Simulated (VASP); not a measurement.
Set up this calculation in VASP 6.6.1, as the native input.

```
Task                   : single point
Functional             : PBE
Potentials or basis    : VASP PAW PBE potentials, release 64 (Ga_d, Sb)
Cutoff                 : 520 eV
k mesh                 : 12 × 12 × 12
Occupations            : gaussian, width 0.1 eV
Spin                   : no spin polarisation
Dipole correction      : no
Further INCAR settings : ALGO = Normal; EDIFF = 1e-06; NBANDS = 16
```

The structure of GaSb lies in POSCAR:

```
GaSb
1.0
    0.0000000000      3.0302225612      3.0302225612
    3.0302225612      0.0000000000      3.0302225612
    3.0302225612      3.0302225612      0.0000000000
Ga Sb
1 1
Direct
    0.0000000000      0.0000000000      0.0000000000
    0.7500000000      0.7500000000      0.7500000000
```

The input as run:

INCAR

```
SYSTEM = GaSb
PREC = Accurate ; ENCUT = 520
EDIFF = 1E-6 ; ISMEAR = 0
SIGMA = 0.1 ; LREAL = .False.
LASPH = .True. ; NELM = 80
ALGO = Normal ; ISIF = 2
LWAVE = .False. ; LCHARG = .False.
GGA = PE ; NBANDS = 16
```

KPOINTS

```
regular mesh
0
Gamma
  12 12 12
  0 0 0
```

Potentials or basis: VASP PAW PBE potentials, release 64 (Ga_d, Sb).

Command:

```console
$ cat potpaw_PBE.64/Ga_d/POTCAR potpaw_PBE.64/Sb/POTCAR > POTCAR
$ mpirun -np 1 vasp_std > vasp.out
```

Results of the run:

```json
{"Pressure": "4.1 GPa", "Band gap on the k mesh": "0.24 eV, direct"}
```

Caveat: spin-orbit coupling is left out, which moves the levels of the heavy elements.

Run time: 40 s on 1 thread of Intel Xeon 6975P-C, with other jobs on the host, peak memory 0.22 GiB.
